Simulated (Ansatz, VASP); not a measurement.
One calculation of PbS, two programs

```xyz
2
Lattice="0.0000 2.9650 2.9650 2.9650 0.0000 2.9650 2.9650 2.9650 0.0000" Properties=species:S:1:pos:R:3 pbc="T T T"
Pb    0.0000    0.0000    0.0000
S     2.9650    2.9650    2.9650
```

Alike in both runs: task single point; functional PBE; k mesh 8 × 8 × 8; occupations fermi-dirac, width 0.01 eV; non-collinear spin, spin-orbit coupling.

```csv
,VASP,Ansatz
version,VASP 6.6.1,Ansatz 0.2.0
potentials or method,"VASP PAW PBE potentials, release 64 (Pb_d, S), cutoff 500 eV",all-electron LAPW
```

```tsv
	VASP	Ansatz	Ansatz less VASP
pressure (GPa)	1.9	1.8	-0.14
net moment per atom (μB)	0.00	0.00	0.000
```

Ansatz ran all-electron here, and VASP with PAW potentials.
